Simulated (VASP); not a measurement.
A run of VASP 6.6.1:

File POSCAR:

```
BaTiO3
1.0
    2.7659750502      1.5969364398      2.4370432966
   -2.7659750502      1.5969364398      2.4370432966
    0.0000000000     -3.1938728796      2.4370432966
Ba Ti O
1 1 3
Direct
    0.9999656897      0.9999656897      0.9999656897
    0.5077048750      0.5077048750      0.5077048750
    0.4922539385      0.4922539385      0.9865215584
    0.4922539385      0.9865215584      0.4922539385
    0.9865215584      0.4922539385      0.4922539385
```

Contents of INCAR.step1:

```
SYSTEM = BaTiO3
PREC = Accurate ; ENCUT = 520
ISMEAR = 0 ; SIGMA = 0.05
LREAL = .False. ; LASPH = .True.
NELM = 150 ; LMAXMIX = 4
LDAU = .True. ; LDAUTYPE = 2
LDAUL = -1 2 -1 ; LDAUU = 0 4 0
LDAUJ = 0 0 0 ; NBANDS = 28
GGA = PE ; ALGO = Normal
EDIFF = 1E-4 ; LWAVE = .True.
LCHARG = .False.
```

The input INCAR.step2:

```
SYSTEM = BaTiO3
PREC = Accurate ; ENCUT = 520
EDIFF = 1E-6 ; ISMEAR = 0
SIGMA = 0.05 ; LREAL = .False.
LASPH = .True. ; NELM = 150
ALGO = Normal ; ISIF = 2
LWAVE = .False. ; LCHARG = .False.
LMAXMIX = 4 ; LDAU = .True.
LDAUTYPE = 2 ; LDAUL = -1 2 -1
LDAUU = 0 4 0 ; LDAUJ = 0 0 0
LDAUPRINT = 1 ; METAGGA = R2SCAN
LMIXTAU = .True. ; NBANDS = 28
ISTART = 1
```

File KPOINTS:

```
Automatic mesh
0
Gamma
  6 6 6
  0 0 0
```

Potentials or basis: VASP PAW PBE potentials, release 64 (Ba_sv, Ti_sv, O).

Run with:

```console
$ cat potpaw_PBE.64/Ba_sv/POTCAR potpaw_PBE.64/Ti_sv/POTCAR potpaw_PBE.64/O/POTCAR > POTCAR
$ cp INCAR.step1 INCAR
$ mpirun -np 1 vasp_std > vasp.out
$ cp INCAR.step2 INCAR
$ mpirun -np 1 vasp_std > vasp.out
```

Hardware: 1 thread of Intel(R) Xeon(R) Platinum 8488C (Sapphire Rapids) (shared host).

Problem. How long does it take, and how much memory?

Solution. Wall time 2.1 min on 1 thread of Intel(R) Xeon(R) Platinum 8488C (Sapphire Rapids), on a shared host, peak memory 0.21 GiB. Counts: k points 32.
